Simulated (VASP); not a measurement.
# Ge3Os (Pm-3n) in VASP: single point with PBE

Aim: the single point of Ge3Os with PBE.

All numbers are computed with VASP 6.6.1; they aren't measurements. Logs are shortened: lines on timing, memory, paths and dates and some standing lists are left out, and cuts for length are marked.

### 1 The cell of the first run

The structure is cubic, space group Pm-3n (No. 223). The conventional cell has a = 5.192 Å, b = 5.192 Å, c = 5.192 Å, α = 90.00°, β = 90.00°, γ = 90.00°. Within 3.4 Å of Ge (site symmetry -4m2) lie 10 Ge at 2.60 to 3.18 Å and 4 Os at 2.90 Å. Within 3.8 Å of Os (site symmetry m-3) lie 12 Ge at 2.90 Å.

The cell was built from a structure type or drawn by symmetry, and may not be a known phase.

### 2 Single point, PBE

The input, INCAR:

```
  PREC = Accurate
  ENCUT = 520
  EDIFF = 1E-6
  ISMEAR = 0
  SIGMA = 0.1
  LREAL = F
  LASPH = T
  NELM = 80
  ALGO = Normal
  ISIF = 2
  LWAVE = F
  LCHARG = F
  GGA = PE
  NBANDS = 60
```

The input, KPOINTS:

```
Automatic mesh
0
Gamma
  4 4 4
```

The input, POSCAR:

```
Ge3Os
1.0
    5.1916833100      0.0000000000      0.0000000000
    0.0000000000      5.1916833100      0.0000000000
    0.0000000000      0.0000000000      5.1916833100
Ge Os
6 2
Direct
    0.2500000000      0.0000000000      0.5000000000
    0.5000000000      0.7500000000      0.0000000000
    0.7500000000      0.0000000000      0.5000000000
    0.5000000000      0.2500000000      0.0000000000
    0.0000000000      0.5000000000      0.7500000000
    0.0000000000      0.5000000000      0.2500000000
    0.0000000000      0.0000000000      0.0000000000
    0.5000000000      0.5000000000      0.5000000000
```

Potentials or basis: VASP PAW PBE potentials, release 64 (Ge_d, Os).

Command:

```
> cat potpaw_PBE.64/Ge_d/POTCAR potpaw_PBE.64/Os/POTCAR > POTCAR
> mpirun -np 1 vasp_std > vasp.out
```

OUTCAR:

```text
PREC = Accurate
   ENCUT = 520
   EDIFF = 1E-6
   ISMEAR = 0
   LREAL = F
   LASPH = T
   NELM = 80
   ISIF = 2
   GGA = PE

 ion  position               nearest neighbor table
   1  0.250  0.000  0.500-   3 2.60   3 2.60   8 2.90   7 2.90   8 2.90   7 2.90
   2  0.500  0.750  0.000-   4 2.60   4 2.60   8 2.90   8 2.90   7 2.90   7 2.90
   3  0.750  0.000  0.500-   1 2.60   1 2.60   8 2.90   7 2.90   8 2.90   7 2.90
   4  0.500  0.250  0.000-   2 2.60   2 2.60   8 2.90   8 2.90   7 2.90   7 2.90
   5  0.000  0.500  0.750-   6 2.60   6 2.60   8 2.90   7 2.90   7 2.90   8 2.90
   6  0.000  0.500  0.250-   5 2.60   5 2.60   8 2.90   7 2.90   7 2.90   8 2.90
   7  0.000  0.000  0.000-   1 2.90   2 2.90   3 2.90   4 2.90   5 2.90   6 2.90   1 2.90   3 2.90
                             5 2.90   6 2.90   2 2.90   4 2.90
   8  0.500  0.500  0.500-   1 2.90   2 2.90   3 2.90   4 2.90   5 2.90   6 2.90   2 2.90   4 2.90
                             1 2.90   3 2.90   5 2.90   6 2.90

  LATTYP: Found a simple cubic cell.
 ALAT       =     5.1916833100

  Lattice vectors:

 A1 = (   5.1916833100,   0.0000000000,   0.0000000000)
 A2 = (   0.0000000000,   5.1916833100,   0.0000000000)
 A3 = (   0.0000000000,   0.0000000000,   5.1916833100)

Analysis of symmetry for initial positions (statically):
=====================================================================
 Subroutine PRICEL returns:
 Original cell was already a primitive cell.

 Routine SETGRP: Setting up the symmetry group for a
 simple cubic supercell.

 Subroutine GETGRP returns: Found 48 space group operations
 (whereof 24 operations were pure point group operations)
 out of a pool of 48 trial point group operations.

The static configuration has the point symmetry T_h .
 The point group associated with its full space group is O_h .

Analysis of symmetry for dynamics (positions and initial velocities):
=====================================================================
 Subroutine PRICEL returns:
 Original cell was already a primitive cell.

 Routine SETGRP: Setting up the symmetry group for a
 simple cubic supercell.

 Subroutine GETGRP returns: Found 48 space group operations
 (whereof 24 operations were pure point group operations)
 out of a pool of 48 trial point group operations.

The dynamic configuration has the point symmetry T_h .
 The point group associated with its full space group is O_h .

 Subroutine INISYM returns: Found 48 space group operations
 (whereof 24 operations are pure point group operations),
 and found     1 'primitive' translations

----------------------------------------------------------------------------------------

                                     Primitive cell

  volume of cell :     139.9344

  direct lattice vectors                    reciprocal lattice vectors
     5.191683310  0.000000000  0.000000000     0.192615755  0.000000000  0.000000000
     0.000000000  5.191683310  0.000000000     0.000000000  0.192615755  0.000000000
     0.000000000  0.000000000  5.191683310     0.000000000  0.000000000  0.192615755

  length of vectors
     5.191683310  5.191683310  5.191683310     0.192615755  0.192615755  0.192615755

  position of ions in fractional coordinates (direct lattice)
     0.250000000  0.000000000  0.500000000
     0.500000000  0.750000000  0.000000000
     0.750000000  0.000000000  0.500000000
     0.500000000  0.250000000  0.000000000
     0.000000000  0.500000000  0.750000000
     0.000000000  0.500000000  0.250000000
     0.000000000  0.000000000  0.000000000
     0.500000000  0.500000000  0.500000000

  ion indices of the primitive-cell ions
   primitive index   ion index
                 1           1
                 2           2
                 3           3
                 4           4
                 5           5
                 6           6
                 7           7
                 8           8

----------------------------------------------------------------------------------------

 KPOINTS: Automatic mesh

Automatic generation of k-mesh.
 Grid dimensions read from file:
 generate k-points for:    4    4    4

 Generating k-lattice:

  Cartesian coordinates                     Fractional coordinates (reciprocal lattice)
     0.048153939  0.000000000  0.000000000     0.250000000  0.000000000  0.000000000
     0.000000000  0.048153939  0.000000000     0.000000000  0.250000000  0.000000000
     0.000000000  0.000000000  0.048153939     0.000000000  0.000000000  0.250000000

  Length of vectors
     0.048153939  0.048153939  0.048153939

  Shift w.r.t. Gamma in fractional coordinates (k-lattice)
     0.000000000  0.000000000  0.000000000

 Subroutine IBZKPT returns following result:
 ===========================================

 Found     10 irreducible k-points:

 Following reciprocal coordinates:
            Coordinates               Weight
  0.000000  0.000000  0.000000      1.000000
  0.250000  0.000000  0.000000      6.000000
  0.500000  0.000000  0.000000      3.000000
  0.250000  0.250000  0.000000     12.000000
  0.500000  0.250000  0.000000     12.000000
  0.500000  0.500000  0.000000      3.000000
  0.250000  0.250000  0.250000      8.000000
  0.500000  0.250000  0.250000     12.000000
  0.500000  0.500000  0.250000      6.000000
  0.500000  0.500000  0.500000      1.000000
   k-points           NKPTS =     10   k-points in BZ     NKDIM =     10   number of bands    NBANDS=     60
   number of dos      NEDOS =    301   number of ions     NIONS =      8
   total plane-waves  NPLWV =  64000
   dimension x,y,z NGX =    40 NGY =   40 NGZ =   40
   dimension x,y,z NGXF=    80 NGYF=   80 NGZF=   80
   ions per type =               6   2
   NGX,Y,Z   is equivalent  to a cutoff of  12.81, 12.81, 12.81 a.u.
   NGXF,Y,Z  is equivalent  to a cutoff of  25.62, 25.62, 25.62 a.u.
 SYSTEM =  unknown system
   PREC   = accura    normal or accurate (medium, high low for compatibility)
   ISTART =      0    job   : 0-new  1-cont  2-samecut
   ICHARG =      2    charge: 1-file 2-atom 10-const
   ISPIN  =      1    spin polarized calculation?
   LNONCOLLINEAR =      F non collinear calculations
   LSORBIT =      F    spin-orbit coupling
   LASPH  =      T    aspherical Exc in radial PAW
   ENCUT  =  520.0 eV  38.22 Ry    6.18 a.u.   9.65  9.65  9.65*2*pi/ulx,y,z
   NELM   =     80;   NELMIN=  2; NELMDL= -5     # of ELM steps
   EDIFF  = 0.1E-05   stopping-criterion for ELM
   LREAL  =      F    real-space projection
   EDIFFG = 0.1E-04   stopping-criterion for IOM
   NSW    =      0    number of steps for IOM
   IBRION =     -1    ionic relax: 0-MD 1-quasi-New 2-CG
   NFREE  =      0    steps in history (QN), initial steepest desc. (CG)
   ISIF   =      2    stress and relaxation
   ISYM   =      2    0-nonsym 1-usesym 2-fastsym
   POTIM  = 0.5000    time-step for ionic-motion
   TEBEG  =    0.0;   TEEND  =   0.0 temperature during run
   PSTRESS=    0.0 pullay stress
   NELECT =     100.0000    total number of electrons
   NUPDOWN=      -1.0000    fix difference up-down
   EMIN   =  10.00;   EMAX   =-10.00  energy-range for DOS
   EFERMI =   0.00;   METHOD = LEGACY
   ISMEAR =     0;   SIGMA  =   0.10  broadening in eV -4-tet -1-fermi 0-gaus
   EFERMI_NEDOS =   21; number of points for ismear=-14 and -15
   IALGO  =     38    algorithm
   IMIX   =      4    mixing-type and parameters
     AMIX     =   0.40;   BMIX     =  1.00
     AMIX_MAG =   1.60;   BMIX_MAG =  1.00
  volume/ion in A,a.u.               =      17.49       118.04
  Fermi-wavevector in a.u.,A,eV,Ry     =   1.463637  2.765872 29.146843  2.142233
  Thomas-Fermi vector in A             =   2.579708
   LORBIT       =      0    0 simple, 1 ext, 2 COOP (PROOUT), +10 PAW based schemes
   GGA     = PE    functional components
   LHFCALC =     F    Hartree Fock is set to
   AEXX    =    0.0000 exact exchange contribution
   IVDW    =     0    specifies the selected vdW correction
   LEPSILON=     F    determine dielectric tensor
   LRPA    =     F    only Hartree local field effects (RPA)
 non-spin polarized calculation
 Gauss-broadening in eV      SIGMA  =   0.10
  energy-cutoff  :      520.00
  volume of cell :      139.93
 maximum number of plane-waves:      3840
 NGX is ok and might be reduce to    40
   NGX = 19   NGY = 19   NGZ = 19

 number of electron     100.0000134 magnetization

 Free energy of the ion-electron system (eV)
  ---------------------------------------------------
  ext. energy  EPLUGINS =         0.00000000
  ---------------------------------------------------
  free energy    TOTEN  =       -46.02019493 eV

  energy without entropy =      -46.00521957  energy(sigma->0) =      -46.01270725

 E-fermi :   7.3645     XC(G=0): -11.9370

 val. band max:        7.2937527464   @ k =   0.5000   0.0000   0.0000
 cond. band min:       7.4250583471   @ k =   0.0000   0.0000   0.0000
 fundamental gap:      0.1313056008
 Fermi energy:         7.3645344227

 k-point     1 :       0.0000    0.0000    0.0000
  band No.  band energies     occupation
      1     -17.6476      2.00000
      2     -17.6406      2.00000
      3     -17.6406      2.00000
      4     -17.5447      2.00000
      5     -17.5447      2.00000
      6     -17.5447      2.00000
[... 52 lines left out ...]
     59      11.2421      0.00000
     60      11.2421      0.00000

 k-point     2 :       0.2500    0.0000    0.0000
  band No.  band energies     occupation
      1     -17.6447      2.00000
      2     -17.6412      2.00000
      3     -17.5989      2.00000
      4     -17.5418      2.00000
      5     -17.5367      2.00000
      6     -17.5367      2.00000
[... 52 lines left out ...]
     59      11.2512      0.00000
     60      11.8030      0.00000

 k-point     3 :       0.5000    0.0000    0.0000
  band No.  band energies     occupation
      1     -17.6428      2.00000
      2     -17.6428      2.00000
      3     -17.5311      2.00000
      4     -17.5311      2.00000
      5     -17.5298      2.00000
      6     -17.5298      2.00000
[... 430 lines left out ...]
     59      11.6171      0.00000
     60      11.7510      0.00000

 k-point    10 :       0.5000    0.5000    0.5000
  band No.  band energies     occupation
      1     -17.4963      2.00000
      2     -17.4963      2.00000
      3     -17.4963      2.00000
      4     -17.4963      2.00000
      5     -17.4963      2.00000
      6     -17.4963      2.00000
[... 52 lines left out ...]
     59      10.6725      0.00000
     60      10.6725      0.00000

------------------------ aborting loop because EDIFF is reached ----------------------------------------

  FORCE on cell =-STRESS in cart. coord.  units (eV):
  Direction    XX          YY          ZZ          XY          YZ          ZX
  --------------------------------------------------------------------------------------
  -------------------------------------------------------------------------------------
  Total       -6.2533582     -6.2533582     -6.2533582     -0.0000000      0.0000000     -0.0000000
  in kB      -71.5977393    -71.5977393    -71.5977393     -0.0000000      0.0000000     -0.0000000
  external PRESSURE =     -71.5977393 kB  Pullay stress =       0.0000000 kB

 VOLUME and BASIS-vectors are now :
 -----------------------------------------------------------------------------
  energy-cutoff  :      520.00
  volume of cell :      139.93
      direct lattice vectors                 reciprocal lattice vectors
     5.191683310  0.000000000  0.000000000     0.192615755  0.000000000  0.000000000
     0.000000000  5.191683310  0.000000000     0.000000000  0.192615755  0.000000000
     0.000000000  0.000000000  5.191683310     0.000000000  0.000000000  0.192615755

 POSITION                                       TOTAL-FORCE (eV/Angst)
 -----------------------------------------------------------------------------------
      1.29792      0.00000      2.59584         0.000000     -0.000000     -0.000000
      2.59584      3.89376      0.00000        -0.000000     -0.000000     -0.000000
      3.89376      0.00000      2.59584        -0.000000      0.000000      0.000000
      2.59584      1.29792      0.00000         0.000000      0.000000     -0.000000
      0.00000      2.59584      3.89376        -0.000000      0.000000      0.000000
      0.00000      2.59584      1.29792         0.000000     -0.000000     -0.000000
      0.00000      0.00000      0.00000        -0.000000     -0.000000      0.000000
      2.59584      2.59584      2.59584        -0.000000     -0.000000      0.000000
 -----------------------------------------------------------------------------------
    total drift:                               -0.000000     -0.000000      0.000000

  FREE ENERGIE OF THE ION-ELECTRON SYSTEM (eV)
  ---------------------------------------------------
  free  energy   TOTEN  =       -46.0201949288 eV

  energy  without entropy=      -46.0052195656  energy(sigma->0) =      -46.01270725
```

It took 2.3 min on 1 thread of AMD EPYC 7R43 (Zen 3), shared host; peak memory 0.23 GiB.

Results:

| Property | Result |
| --- | --- |
| Free energy | -46.0202 eV |
| Pressure | -7.2 GPa |
| Band gap on the k mesh | zero (bands 50 and 51 overlap by 1.46 eV) |

Levels at points of the mesh, in eV from the Fermi level:
| k point | band 45 | band 46 | band 47 | band 48 | band 49 | band 50 | band 51 | band 52 | band 53 | band 54 |
| --- | --- | --- | --- | --- | --- | --- | --- | --- | --- | --- |
| (0.00, 0.00, 0.00) | -2.78 | -1.92 | -1.92 | -1.92 | 0.06 | 0.06 | 0.49 | 0.49 | 0.61 | 0.61 |
| (0.50, 0.00, 0.00) | -0.96 | -0.96 | -0.85 | -0.85 | -0.27 | -0.27 | -0.07 | -0.07 | 1.37 | 1.37 |
| (0.50, 0.50, 0.00) | -1.89 | -1.89 | -1.58 | -1.43 | 0.28 | 0.36 | 0.40 | 0.40 | 1.47 | 1.64 |
| (0.50, 0.50, 0.50) | -1.65 | -1.65 | -1.65 | -1.65 | 1.09 | 1.09 | 1.09 | 1.09 | 1.09 | 1.09 |

Caveat: the cell stands under tension; spin-orbit coupling is left out, which moves the levels of the heavy elements.
